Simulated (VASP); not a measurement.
Wanted: the native input for a VASP 6.6.1 run.

```
Task                   : single point
Functional             : LDA
Potentials or basis    : VASP PAW LDA potentials, release 64 (Ir_sv_GW)
Cutoff                 : 560 eV
k mesh                 : 23 × 23 × 23
Occupations            : fermi-dirac, width 0.05 eV
Spin                   : no spin polarisation
Dipole correction      : no
Further INCAR settings : ALGO = Normal; EDIFF = 1e-06; NBANDS = 14
```

The structure of Ir lies in POSCAR:

```
Ir
1.0
    0.0000000000      1.9053930143      1.9053930143
    1.9053930143      0.0000000000      1.9053930143
    1.9053930143      1.9053930143      0.0000000000
Ir
1
Direct
    0.0000000000      0.0000000000      0.0000000000
```

These files were run (other wordings do the same):

INCAR

```
PREC     = Accurate       # precision mode
ENCUT    = 560            # plane-wave cutoff, eV
EDIFF    = 1E-6           # SCF threshold, eV
ISMEAR   = -1             # smearing method
SIGMA    = 0.05           # smearing width, eV
LREAL    = F              # projectors in reciprocal space
LASPH    = T              # aspherical terms in the spheres
NELM     = 120            # most SCF steps
ALGO     = Normal         # electronic algorithm
ISIF     = 2              # what is computed and relaxed
LWAVE    = F              # write WAVECAR
LCHARG   = F              # write CHGCAR
GGA      = CA             # functional
NBANDS   = 14             # bands
GGA_COMPAT= F
```

KPOINTS

```
Automatic mesh
0
Gamma
  23 23 23
```

Potentials or basis: VASP PAW LDA potentials, release 64 (Ir_sv_GW).

Command:

```bash
$ cat potpaw_LDA.64/Ir_sv_GW/POTCAR > POTCAR
$ mpirun -np 1 vasp_std > vasp.out
```

It gave:

```
Pressure               : -0.3 GPa
Band gap on the k mesh : zero (an odd number of electrons rules out a gap without spin polarisation)
```

Caveat: spin-orbit coupling is left out, which moves the levels of the heavy elements.

Run time: 31 s on 1 thread of Intel(R) Xeon(R) Platinum 8488C (Sapphire Rapids), with other jobs on the host, peak memory 0.2 GiB.
